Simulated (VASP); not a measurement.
Write the native input for VASP 6.6.1 that does the following.

* Task: electric field gradients
* Functional: PBE
* Potentials or basis: VASP PAW PBE potentials, release 64 (Rh_pv)
* Cutoff: 520 eV
* k mesh: 16 × 16 × 16
* Occupations: fermi-dirac, width 0.08 eV
* Spin: no spin polarisation
* Dipole correction: no
* Further INCAR settings: ALGO = Normal; EDIFF = 1e-08; NBANDS = 14

The structure of Rh lies in POSCAR:

```
Rh
1.0
    0.0570465000      1.9300732500      1.9300732500
    1.9300732500      0.0570465000      1.9300732500
    1.9300732500      1.9300732500      0.0570465000
Rh
1
Direct
    0.0000000000      0.0000000000      0.0000000000
```

This cell differs from its parent crystal: equal xy, yz and zx shear strains of +3 %.

The input as run:

INCAR

```
SYSTEM = Rh
PREC     = Accurate       ! precision mode
ENCUT    = 520            ! plane-wave cutoff, eV
EDIFF    = 1E-8           ! SCF threshold, eV
ISMEAR   = -1             ! smearing method
SIGMA    = 0.08           ! smearing width, eV
LREAL    = .False.        ! projectors in reciprocal space
LASPH    = .True.         ! aspherical terms in the spheres
NELM     = 100            ! most SCF steps
ALGO     = Normal         ! electronic algorithm
ISIF     = 2              ! what is computed and relaxed
LWAVE    = .False.        ! write WAVECAR
LCHARG   = .False.        ! write CHGCAR
GGA      = PE             ! functional
LEFG     = .True.       
NBANDS   = 14             ! bands
```

KPOINTS

```
regular mesh
0
Gamma
  16 16 16
  0 0 0
```

Potentials or basis: VASP PAW PBE potentials, release 64 (Rh_pv).

Command:

```bash
$ cat potpaw_PBE.64/Rh_pv/POTCAR > POTCAR
$ mpirun -np 1 vasp_std > vasp.out
```

Results of the run:

| Item | Value |
| --- | --- |
| Pressure | 7.0 GPa |
| Band gap on the k mesh | zero (an odd number of electrons rules out a gap without spin polarisation) |
| Largest electric field gradient by atom | Rh +3.9 V/Å² |

Caveat: the cell differs from its parent crystal (equal xy, yz and zx shear strains of +3 %); the cell stands under pressure; without QUAD_EFG the Cq values of the log hold for a quadrupole moment of 1 mb, not for the nuclei.

It took 25 s on 1 thread of Intel(R) Xeon(R) 6975P-C (Granite Rapids), on a shared host, peak memory 0.18 GiB.
